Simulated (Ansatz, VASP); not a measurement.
**One calculation of TaH5, two programs**

File INCAR:

```
PREC     = Accurate       # precision mode
ENCUT    = 500            # plane-wave cutoff, eV
EDIFF    = 1E-7           # SCF threshold, eV
ISMEAR   = 0              # smearing method
SIGMA    = 0.1            # smearing width, eV
LREAL    = F              # projectors in reciprocal space
LASPH    = T              # aspherical terms in the spheres
NELM     = 120            # most SCF steps
ALGO     = Normal         # electronic algorithm
ISIF     = 3              # what is computed and relaxed
LWAVE    = F              # write WAVECAR
LCHARG   = F              # write CHGCAR
GGA      = PE             # functional
IBRION   = 2              # ionic algorithm
NSW      = 90             # ionic steps
EDIFFG   = -0.04          # ionic threshold
GGA_COMPAT= F            
NELMIN   = 4
```

Contents of KPOINTS:

```
Automatic mesh
0
Gamma
  6 6 6
```

File POSCAR:

```
TaH5
1.0
    2.5252329000      1.4579438900      3.0257669200
   -2.5252329000      1.4579438900      3.0257669200
    0.0000000000     -2.9158877800      3.0257669200
Ta H
1 5
Direct
    0.7049928300      0.7049928300      0.7049928300
    0.4438183400      0.2096378400      0.4438183400
    0.4438183400      0.4438183400      0.2096378400
    0.2096378400      0.4438183400      0.4438183400
    0.2414062000      0.2414062000      0.2414062000
    0.1305779400      0.1305779400      0.1305779400
```

Input for Ansatz:

```yaml
crystal:
  lattice:
    - [2.5252329, 1.45794389, 3.02576692]
    - [-2.5252329, 1.45794389, 3.02576692]
    - [0.0, -2.91588778, 3.02576692]
  atoms:
    - { symbol: Ta, position: [0.70499283, 0.70499283, 0.70499283] }
    - { symbol: H, position: [0.44381834, 0.20963784, 0.44381834] }
    - { symbol: H, position: [0.44381834, 0.44381834, 0.20963784] }
    - { symbol: H, position: [0.20963784, 0.44381834, 0.44381834] }
    - { symbol: H, position: [0.2414062, 0.2414062, 0.2414062] }
    - { symbol: H, position: [0.13057794, 0.13057794, 0.13057794] }
basis:
  ecutwfc: 420
kpoints:
  mp_grid: { grid: [6, 6, 6] }
hamiltonian:
  xc: pbe
scf:
  occupations: { method: gaussian, width: 0.1 }
  lower_state_search: "off"
output:
  forces: true
  stress: true
  eigenvalues: true
relax:
  adjacent_minimum: "off"
  f_tol: 0.04
  max_steps: 70
  cell: { stress_tol: 0.4 }
```

Alike in both runs: task relaxation of cell and atoms; functional PBE; k mesh 6 × 6 × 6; occupations gaussian, width 0.1 eV; no spin polarisation.

|  | VASP | Ansatz |
| --- | --- | --- |
| version | VASP 6.6.1 | Ansatz 0.2.0 |
| potentials or method | VASP PAW PBE potentials, release 64 (Ta_sv_GW, H), cutoff 500 eV | scalar-relativistic, plane waves, PAW |
| valence electrons in the cell | 18 | 18 |

|  | VASP | Ansatz | Ansatz less VASP |
| --- | --- | --- | --- |
| gap on the k mesh at the Fermi level, each at its own relaxed structure (eV) | none | none | - |
| relaxed volume (Å³/atom) | 7.38 | 7.50 | +0.121 |
| relaxed length of the cell vector where the two differ most in proportion (Å) | 3.596 | 3.558 | -0.0379 |

A gap of «none» marks a metal or a gap that the smearing closes.

Neither program's run includes spin-orbit coupling. Noted on VASP's run: the volume moved by over 15 % at a fixed basis, so the end points are rough.
